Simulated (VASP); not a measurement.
# TiAl (Pm-3m) in VASP: further runs

The runs below take TiAl through single point, with PBEsol.

Everything below comes from runs of VASP 6.6.1. Logs are shortened: lines on timing, memory, paths and dates and some standing lists are left out, and cuts for length are marked.

**1. The cell of the first run**

It takes space group Pm-3m (No. 221, cubic). Conventional cell: a = 3.018 Å, b = 3.018 Å, c = 3.018 Å, α = 90.00°, β = 90.00°, γ = 90.00°. Ti (site symmetry m-3m) has 8 Al at 2.61 Å and 6 Ti at 3.02 Å within 3.4 Å. Al (site symmetry m-3m) has 8 Ti at 2.61 Å and 6 Al at 3.02 Å within 3.4 Å.

**2. Single point, PBEsol**

INCAR

```
ALGO = Normal
EDIFF = 1E-6
ENCUT = 500
GGA = PS
GGA_COMPAT = F
ISIF = 2
ISMEAR = -1
LASPH = T
LCHARG = F
LREAL = F
LWAVE = F
NBANDS = 14
NELM = 120
PREC = Accurate
SIGMA = 0.15
```

KPOINTS

```
k-points
0
Gamma
  7 7 7
```

POSCAR

```
TiAl
1.0
    3.0180000000      0.0000000000      0.0000000000
    0.0000000000      3.0180000000      0.0000000000
    0.0000000000      0.0000000000      3.0180000000
Ti Al
1 1
Direct
    0.5000000000      0.5000000000      0.5000000000
    0.0000000000      0.0000000000      0.0000000000
```

Potentials or basis: VASP PAW PBE potentials, release 64 (Ti_sv, Al).

The run is started by

```sh
$ cat potpaw_PBE.64/Ti_sv/POTCAR potpaw_PBE.64/Al/POTCAR > POTCAR
$ mpirun -np 1 vasp_std > vasp.out
```

OUTCAR:

```text
EDIFF = 1E-6
   ENCUT = 500
   GGA = PS
   ISIF = 2
   ISMEAR = -1
   LASPH = T
   LREAL = F
   NELM = 120
   PREC = Accurate

 ion  position               nearest neighbor table
   1  0.500  0.500  0.500-   2 2.61   2 2.61   2 2.61   2 2.61   2 2.61   2 2.61   2 2.61   2 2.61

   2  0.000  0.000  0.000-   1 2.61   1 2.61   1 2.61   1 2.61   1 2.61   1 2.61   1 2.61   1 2.61

  LATTYP: Found a simple cubic cell.
 ALAT       =     3.0180000000

  Lattice vectors:

 A1 = (   3.0180000000,   0.0000000000,   0.0000000000)
 A2 = (   0.0000000000,   3.0180000000,   0.0000000000)
 A3 = (   0.0000000000,   0.0000000000,   3.0180000000)

Analysis of symmetry for initial positions (statically):
=====================================================================
 Subroutine PRICEL returns:
 Original cell was already a primitive cell.

 Routine SETGRP: Setting up the symmetry group for a
 simple cubic supercell.

 Subroutine GETGRP returns: Found 48 space group operations
 (whereof 48 operations were pure point group operations)
 out of a pool of 48 trial point group operations.

The static configuration has the point symmetry O_h .

Analysis of symmetry for dynamics (positions and initial velocities):
=====================================================================
 Subroutine PRICEL returns:
 Original cell was already a primitive cell.

 Routine SETGRP: Setting up the symmetry group for a
 simple cubic supercell.

 Subroutine GETGRP returns: Found 48 space group operations
 (whereof 48 operations were pure point group operations)
 out of a pool of 48 trial point group operations.

The dynamic configuration has the point symmetry O_h .

 Subroutine INISYM returns: Found 48 space group operations
 (whereof 48 operations are pure point group operations),
 and found     1 'primitive' translations

----------------------------------------------------------------------------------------

                                     Primitive cell

  volume of cell :      27.4889

  direct lattice vectors                    reciprocal lattice vectors
     3.018000000  0.000000000  0.000000000     0.331345262  0.000000000  0.000000000
     0.000000000  3.018000000  0.000000000     0.000000000  0.331345262  0.000000000
     0.000000000  0.000000000  3.018000000     0.000000000  0.000000000  0.331345262

  length of vectors
     3.018000000  3.018000000  3.018000000     0.331345262  0.331345262  0.331345262

  position of ions in fractional coordinates (direct lattice)
     0.500000000  0.500000000  0.500000000
     0.000000000  0.000000000  0.000000000

  ion indices of the primitive-cell ions
   primitive index   ion index
                 1           1
                 2           2

----------------------------------------------------------------------------------------

 KPOINTS: k-points

Automatic generation of k-mesh.
 Grid dimensions read from file:
 generate k-points for:    7    7    7

 Generating k-lattice:

  Cartesian coordinates                     Fractional coordinates (reciprocal lattice)
     0.047335037  0.000000000  0.000000000     0.142857143  0.000000000  0.000000000
     0.000000000  0.047335037  0.000000000     0.000000000  0.142857143  0.000000000
     0.000000000  0.000000000  0.047335037     0.000000000  0.000000000  0.142857143

  Length of vectors
     0.047335037  0.047335037  0.047335037

  Shift w.r.t. Gamma in fractional coordinates (k-lattice)
     0.000000000  0.000000000  0.000000000

 Subroutine IBZKPT returns following result:
 ===========================================

 Found     20 irreducible k-points:

 Following reciprocal coordinates:
            Coordinates               Weight
  0.000000  0.000000  0.000000      1.000000
  0.142857  0.000000  0.000000      6.000000
  0.285714  0.000000  0.000000      6.000000
  0.428571  0.000000  0.000000      6.000000
  0.142857  0.142857  0.000000     12.000000
  0.285714  0.142857  0.000000     24.000000
[... 12 lines left out ...]
  0.428571  0.428571  0.285714     24.000000
  0.428571  0.428571  0.428571      8.000000
   k-points           NKPTS =     20   k-points in BZ     NKDIM =     20   number of bands    NBANDS=     14
   number of dos      NEDOS =    301   number of ions     NIONS =      2
   total plane-waves  NPLWV =  13824
   dimension x,y,z NGX =    24 NGY =   24 NGZ =   24
   dimension x,y,z NGXF=    48 NGYF=   48 NGZF=   48
   ions per type =               1   1
   NGX,Y,Z   is equivalent  to a cutoff of  13.22, 13.22, 13.22 a.u.
   NGXF,Y,Z  is equivalent  to a cutoff of  26.44, 26.44, 26.44 a.u.
 SYSTEM =  unknown system
   PREC   = accura    normal or accurate (medium, high low for compatibility)
   ISTART =      0    job   : 0-new  1-cont  2-samecut
   ICHARG =      2    charge: 1-file 2-atom 10-const
   ISPIN  =      1    spin polarized calculation?
   LNONCOLLINEAR =      F non collinear calculations
   LSORBIT =      F    spin-orbit coupling
   LASPH  =      T    aspherical Exc in radial PAW
   ENCUT  =  500.0 eV  36.75 Ry    6.06 a.u.   5.50  5.50  5.50*2*pi/ulx,y,z
   NELM   =    120;   NELMIN=  2; NELMDL= -5     # of ELM steps
   EDIFF  = 0.1E-05   stopping-criterion for ELM
   LREAL  =      F    real-space projection
[... 7 lines left out ...]
   TEBEG  =    0.0;   TEEND  =   0.0 temperature during run
   PSTRESS=    0.0 pullay stress
   NELECT =      15.0000    total number of electrons
   NUPDOWN=      -1.0000    fix difference up-down
   EMIN   =  10.00;   EMAX   =-10.00  energy-range for DOS
   EFERMI =   0.00;   METHOD = LEGACY
   ISMEAR =    -1;   SIGMA  =   0.15  broadening in eV -4-tet -1-fermi 0-gaus
   EFERMI_NEDOS =   21; number of points for ismear=-14 and -15
   IALGO  =     38    algorithm
   IMIX   =      4    mixing-type and parameters
     AMIX     =   0.40;   BMIX     =  1.00
     AMIX_MAG =   1.60;   BMIX_MAG =  1.00
  volume/ion in A,a.u.               =      13.74        92.75
  Fermi-wavevector in a.u.,A,eV,Ry     =   1.337784  2.528045 24.349887  1.789666
  Thomas-Fermi vector in A             =   2.466306
   LORBIT       =      0    0 simple, 1 ext, 2 COOP (PROOUT), +10 PAW based schemes
   GGA     = PS    functional components
   LHFCALC =     F    Hartree Fock is set to
   AEXX    =    0.0000 exact exchange contribution
   IVDW    =     0    specifies the selected vdW correction
   LEPSILON=     F    determine dielectric tensor
   LRPA    =     F    only Hartree local field effects (RPA)
 non-spin polarized calculation
  energy-cutoff  :      500.00
  volume of cell :       27.49
 maximum number of plane-waves:       739
 NGX is ok and might be reduce to    24
   NGX = 11   NGY = 11   NGZ = 11

 number of electron      14.9999999 magnetization

 Free energy of the ion-electron system (eV)
  ---------------------------------------------------
  ext. energy  EPLUGINS =         0.00000000
  ---------------------------------------------------
  free energy    TOTEN  =       -12.80787716 eV

  energy without entropy =      -12.67638076  energy(sigma->0) =      -12.74212896

 E-fermi :  10.4286     XC(G=0): -11.8847

 val. band max:       10.4134345485   @ k =   0.2857   0.2857   0.0000
 cond. band min:      10.5727744487   @ k =   0.2857   0.2857   0.1429
 fundamental gap:      0.1593399002
 Fermi energy:        10.4286144920

 k-point     1 :       0.0000    0.0000    0.0000
  band No.  band energies     occupation
      1     -45.9065      2.00000
      2     -22.1910      2.00000
      3     -22.1910      2.00000
      4     -22.1910      2.00000
      5       0.4800      2.00000
      6       8.5767      1.99999
      7       8.5767      1.99999
      8      12.5944      0.00000
      9      12.5944      0.00000
     10      12.5944      0.00000
     11      15.6731      0.00000
     12      15.6731      0.00000
     13      15.6731      0.00000
     14      20.2109      0.00000

 k-point     2 :       0.1429    0.0000    0.0000
  band No.  band energies     occupation
      1     -45.9007      2.00000
      2     -22.2500      2.00000
      3     -22.1858      2.00000
      4     -22.1858      2.00000
      5       0.8513      2.00000
      6       8.4165      2.00000
      7       8.7508      1.99997
      8      12.0277      0.00005
      9      12.0277      0.00005
     10      12.6430      0.00000
     11      14.5958      0.00000
     12      16.4827      0.00000
     13      16.4827      0.00000
     14      19.6134      0.00000

 k-point     3 :       0.2857    0.0000    0.0000
  band No.  band energies     occupation
      1     -45.8877      2.00000
      2     -22.3809      2.00000
      3     -22.1741      2.00000
      4     -22.1741      2.00000
      5       1.9125      2.00000
      6       7.4250      2.00000
      7       9.1927      1.99947
      8      11.1749      0.01372
      9      11.1749      0.01372
     10      12.7550      0.00000
     11      13.8163      0.00000
     12      18.1083      0.00000
     13      18.1083      0.00000
     14      18.3024      0.00000

 k-point     4 :       0.4286    0.0000    0.0000
  band No.  band energies     occupation
      1     -45.8773      2.00000
      2     -22.4841      2.00000
      3     -22.1647      2.00000
      4     -22.1647      2.00000
      5       3.5158      2.00000
      6       5.5640      2.00000
      7       9.6195      1.99096
      8      10.6648      0.34318
      9      10.6648      0.34318
     10      12.8478      0.00000
     11      14.0715      0.00000
     12      17.2518      0.00000
     13      19.9943      0.00000
     14      19.9943      0.00000

 k-point     5 :       0.1429    0.1429    0.0000
  band No.  band energies     occupation
      1     -45.8950      2.00000
      2     -22.2477      2.00000
      3     -22.2404      2.00000
      4     -22.1806      2.00000
      5       1.2108      2.00000
      6       8.5281      1.99999
      7       8.6911      1.99998
      8      11.4091      0.00289
      9      11.9310      0.00009
     10      12.3110      0.00001
     11      14.9348      0.00000
[... 208 lines left out ...]
 k-point    18 :       0.4286    0.2857    0.2857
  band No.  band energies     occupation
      1     -45.8419      2.00000
      2     -22.4290      2.00000
      3     -22.3240      2.00000
      4     -22.3168      2.00000
      5       5.0838      2.00000
      6       7.2354      2.00000
      7       7.9284      2.00000
      8      10.8297      0.12904
      9      11.0110      0.04036
     10      11.9066      0.00011
     11      14.5206      0.00000
     12      15.5455      0.00000
     13      17.1394      0.00000
     14      18.7921      0.00000

 k-point    19 :       0.4286    0.4286    0.2857
  band No.  band energies     occupation
      1     -45.8321      2.00000
      2     -22.4154      2.00000
      3     -22.4136      2.00000
      4     -22.3083      2.00000
      5       5.6932      2.00000
      6       7.3404      2.00000
      7       7.3927      2.00000
      8      10.7757      0.17999
      9      12.2338      0.00001
     10      12.2996      0.00001
     11      14.3210      0.00000
     12      14.3533      0.00000
     13      16.2430      0.00000
     14      18.3184      0.00000

 k-point    20 :       0.4286    0.4286    0.4286
  band No.  band energies     occupation
      1     -45.8224      2.00000
      2     -22.4023      2.00000
      3     -22.4002      2.00000
      4     -22.4002      2.00000
      5       6.3890      2.00000
      6       6.9949      2.00000
      7       6.9949      2.00000
      8      12.6966      0.00000
      9      12.6966      0.00000
     10      12.7067      0.00000
     11      12.8696      0.00000
     12      14.9763      0.00000
     13      14.9763      0.00000
     14      18.5038      0.00000

------------------------ aborting loop because EDIFF is reached ----------------------------------------

  FORCE on cell =-STRESS in cart. coord.  units (eV):
  Direction    XX          YY          ZZ          XY          YZ          ZX
  --------------------------------------------------------------------------------------
  -------------------------------------------------------------------------------------
  Total        3.6161870      3.6161870      3.6161870     -0.0000000     -0.0000000     -0.0000000
  in kB      210.7675546    210.7675546    210.7675546     -0.0000000     -0.0000000     -0.0000000
  external PRESSURE =     210.7675546 kB  Pullay stress =       0.0000000 kB

 VOLUME and BASIS-vectors are now :
 -----------------------------------------------------------------------------
  energy-cutoff  :      500.00
  volume of cell :       27.49
      direct lattice vectors                 reciprocal lattice vectors
     3.018000000  0.000000000  0.000000000     0.331345262  0.000000000  0.000000000
     0.000000000  3.018000000  0.000000000     0.000000000  0.331345262  0.000000000
     0.000000000  0.000000000  3.018000000     0.000000000  0.000000000  0.331345262

 POSITION                                       TOTAL-FORCE (eV/Angst)
 -----------------------------------------------------------------------------------
      1.50900      1.50900      1.50900         0.000000      0.000000      0.000000
      0.00000      0.00000      0.00000         0.000000      0.000000      0.000000
 -----------------------------------------------------------------------------------
    total drift:                                0.000000     -0.000000     -0.000000

  FREE ENERGIE OF THE ION-ELECTRON SYSTEM (eV)
  ---------------------------------------------------
  free  energy   TOTEN  =       -12.8078771634 eV

  energy  without entropy=      -12.6763807604  energy(sigma->0) =      -12.74212896
```

Wall time 11 s (1 thread of Intel Xeon 8259CL, shared host); peak memory 0.14 GiB.

What came out:

```
Free energy : -12.8079 eV
Pressure    : 21.1 GPa
```

Caveat: the PAW data sets were made with another functional, which shifts forces and pressure a little.

**3. Single point, PBEsol**

This run uses another cell than the first one, of 14.12 Å³/atom, 1.028 times its volume.

INCAR

```
SYSTEM = TiAl
PREC     = Accurate       ! precision mode
ENCUT    = 500            ! plane-wave cutoff, eV
EDIFF    = 1E-6           ! SCF threshold, eV
ISMEAR   = -1             ! smearing method
SIGMA    = 0.15           ! smearing width, eV
LREAL    = .False.        ! projectors in reciprocal space
LASPH    = .True.         ! aspherical terms in the spheres
NELM     = 120            ! most SCF steps
ALGO     = Normal         ! electronic algorithm
ISIF     = 2              ! what is computed and relaxed
LWAVE    = .False.        ! write WAVECAR
LCHARG   = .False.        ! write CHGCAR
GGA      = PS             ! functional
NBANDS   = 14             ! bands
GGA_COMPAT= .False.
```

KPOINTS

```
Automatic mesh
0
Gamma
  7 7 7
  0 0 0
```

POSCAR

```
TiAl
1.0
    3.0455085009      0.0000000000      0.0000000000
    0.0000000000      3.0455085009      0.0000000000
    0.0000000000      0.0000000000      3.0455085009
Ti Al
1 1
Direct
    0.5000000000      0.5000000000      0.5000000000
    0.0000000000      0.0000000000      0.0000000000
```

Potentials or basis: VASP PAW PBE potentials, release 64 (Ti_sv, Al).

The run is started by

```sh
$ cat potpaw_PBE.64/Ti_sv/POTCAR potpaw_PBE.64/Al/POTCAR > POTCAR
$ mpirun -np 1 vasp_std > vasp.out
```

OUTCAR:

```text
SYSTEM = TiAl
   PREC = Accurate
   ENCUT = 500
   EDIFF = 1E-6
   ISMEAR = -1
   LREAL = .False.
   LASPH = .True.
   NELM = 120
   ISIF = 2
   GGA = PS

 ion  position               nearest neighbor table
   1  0.500  0.500  0.500-   2 2.64   2 2.64   2 2.64   2 2.64   2 2.64   2 2.64   2 2.64   2 2.64

   2  0.000  0.000  0.000-   1 2.64   1 2.64   1 2.64   1 2.64   1 2.64   1 2.64   1 2.64   1 2.64

  LATTYP: Found a simple cubic cell.
 ALAT       =     3.0455085009

[... 521 lines left out ...]

------------------------ aborting loop because EDIFF is reached ----------------------------------------

  FORCE on cell =-STRESS in cart. coord.  units (eV):
  Direction    XX          YY          ZZ          XY          YZ          ZX
  --------------------------------------------------------------------------------------
  -------------------------------------------------------------------------------------
  Total        2.8283522      2.8283522      2.8283522     -0.0000000      0.0000000     -0.0000000
  in kB      160.4222555    160.4222555    160.4222555     -0.0000000      0.0000000     -0.0000000
  external PRESSURE =     160.4222555 kB  Pullay stress =       0.0000000 kB

 VOLUME and BASIS-vectors are now :
 -----------------------------------------------------------------------------
  energy-cutoff  :      500.00
  volume of cell :       28.25
      direct lattice vectors                 reciprocal lattice vectors
     3.045508501  0.000000000  0.000000000     0.328352392  0.000000000  0.000000000
     0.000000000  3.045508501  0.000000000     0.000000000  0.328352392  0.000000000
     0.000000000  0.000000000  3.045508501     0.000000000  0.000000000  0.328352392

 POSITION                                       TOTAL-FORCE (eV/Angst)
 -----------------------------------------------------------------------------------
      1.52275      1.52275      1.52275         0.000000      0.000000      0.000000
      0.00000      0.00000      0.00000         0.000000      0.000000      0.000000
 -----------------------------------------------------------------------------------
    total drift:                                0.000000     -0.000000     -0.000000

  FREE ENERGIE OF THE ION-ELECTRON SYSTEM (eV)
  ---------------------------------------------------
  free  energy   TOTEN  =       -12.8961647472 eV

  energy  without entropy=      -12.7590746554  energy(sigma->0) =      -12.82761970
```

OSZICAR:

```text
N       E                     dE             d eps       ncg     rms          rms(c)
DAV:   1     0.108951995958E+03    0.10895E+03   -0.69513E+03   568   0.107E+03
DAV:   2    -0.468659901323E+01   -0.11364E+03   -0.10949E+03   584   0.311E+02
DAV:   3    -0.138080471587E+02   -0.91214E+01   -0.88871E+01   928   0.746E+01
DAV:   4    -0.144245816323E+02   -0.61653E+00   -0.61555E+00   628   0.152E+01
DAV:   5    -0.144477319578E+02   -0.23150E-01   -0.23147E-01   760   0.300E+00    0.117E+01
DAV:   6    -0.129187997065E+02    0.15289E+01   -0.44510E+00   650   0.299E+01    0.287E+00
DAV:   7    -0.129004050880E+02    0.18395E-01   -0.22677E-01   652   0.613E+00    0.206E+00
DAV:   8    -0.128967980114E+02    0.36071E-02   -0.46827E-02   784   0.186E+00    0.489E-01
DAV:   9    -0.128960749390E+02    0.72307E-03   -0.56105E-03   646   0.982E-01    0.181E-01
DAV:  10    -0.128961639319E+02   -0.88993E-04   -0.62512E-04   620   0.335E-01    0.269E-02
DAV:  11    -0.128961649033E+02   -0.97131E-06   -0.50826E-05   690   0.573E-02    0.145E-02
DAV:  12    -0.128961647472E+02    0.15608E-06   -0.80408E-06   682   0.393E-02
   1 F= -.12896165E+02 E0= -.12827620E+02  d E =-.137090E+00
```

It took 11 s on 1 thread of Intel Xeon 8259CL, shared host; peak memory 0.14 GiB.

Results:

| Property | Result |
| --- | --- |
| Free energy | -12.8962 eV |
| Pressure | 16.0 GPa |

Caveat: the PAW data sets were made with another functional, which shifts forces and pressure a little.
